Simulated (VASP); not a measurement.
A run of VASP 6.6.1 is set up as follows.

File INCAR:

```
PREC = Accurate
ENCUT = 520
EDIFF = 1E-6
ISMEAR = -1
SIGMA = 0.05
LREAL = F
LASPH = T
NELM = 150
ALGO = Normal
ISIF = 2
LWAVE = F
LCHARG = F
LMAXMIX = 4
LDAU = T
LDAUTYPE = 2
LDAUL = -1 2
LDAUU = 0 6
LDAUJ = 0 0
LDAUPRINT = 1
GGA = PS
NBANDS = 29
```

Contents of KPOINTS:

```
regular mesh
0
Gamma
  10 10 4
```

Contents of POSCAR:

```
Ti3Se
1.0
    3.1974455988      0.0000000000      0.0000000000
   -1.5987227994      2.7690691158      0.0000000000
    0.0000000000      0.0000000000      7.9427450000
Se Ti
1 3
Direct
    0.0000000000      0.0000000000      0.0000000000
    0.6666666667      0.3333333333      0.5000000000
    0.3333333333      0.6666666667      0.7729020000
    0.3333333333      0.6666666667      0.2270980000
```

Potentials or basis: VASP PAW PBE potentials, release 64 (Se, Ti_sv).

Run with:

```console
$ cat potpaw_PBE.64/Se/POTCAR potpaw_PBE.64/Ti_sv/POTCAR > POTCAR
$ mpirun -np 1 vasp_std > vasp.out
```

**Question.** Predict the largest force.

**Answer.** 0.179 eV/Å.

**Question.** What does it give for the band gap on the k mesh?

**Answer.** Zero (bands 21 and 22 overlap by 0.81 eV).

Forces in eV/Å, atoms in the order of the input:
```
Se   0.000  0.000  0.000
Ti   0.000  0.000  0.000
Ti   0.000  0.000  0.179
Ti   0.000  0.000 -0.179
```

Caveat: the PAW data sets were made with another functional, which shifts forces and pressure a little; U without spin polarisation on a metal has little footing.
